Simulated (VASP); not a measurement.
Wanted: the native input for a VASP 6.6.1 run.

* Task: single point
* Functional: LDA
* Potentials or basis: VASP PAW LDA potentials, release 64 (Ni)
* Cutoff: 520 eV
* k mesh: 24 × 24 × 24
* Occupations: gaussian, width 0.15 eV
* Spin: collinear spin
* Starting moments: [0.125] μB
* Fixed moment: 0.125 μB
* Dipole correction: no
* Further INCAR settings: ALGO = Normal; EDIFF = 1e-06; NBANDS = 15

The structure of Ni lies in POSCAR:

```
Ni
1.0
    0.0000000000      1.6025350438      1.6025350438
    1.6025350438      0.0000000000      1.6025350438
    1.6025350438      1.6025350438      0.0000000000
Ni
1
Direct
    0.0000000000      0.0000000000      0.0000000000
```

One way to write it, as run:

INCAR

```
ALGO = Normal
EDIFF = 1E-6
ENCUT = 520
GGA = CA
ISIF = 2
ISMEAR = 0
ISPIN = 2
LASPH = True
LCHARG = True
LELF = True
LMAXMIX = 4
LORBIT = 11
LREAL = False
LVHAR = True
LWAVE = False
MAGMOM = 0.125
NBANDS = 15
NELM = 150
NUPDOWN = 0.125
PREC = Accurate
SIGMA = 0.15
```

KPOINTS

```
k-points
0
Gamma
  24 24 24
```

Potentials or basis: VASP PAW LDA potentials, release 64 (Ni).

Run with:

```console
$ cat potpaw_LDA.64/Ni/POTCAR > POTCAR
$ mpirun -np 1 vasp_std > vasp.out
```

Results of the run:

| Quantity | Value |
| --- | --- |
| Pressure | 79.2 GPa |
| Net moment | 0.12 μB per cell |
| Site moments | Ni +0.12 μB |
| Valence electrons inside the program's atomic spheres | Ni 9.98 |

Caveat: the cell stands under pressure; the total moment is fixed, so each spin has its own Fermi level.

Run time: 3.2 min on 1 thread of Intel(R) Xeon(R) Platinum 8259CL CPU @ 2.50GHz (Skylake/Cascade Lake), on a shared host, peak memory 0.17 GiB.
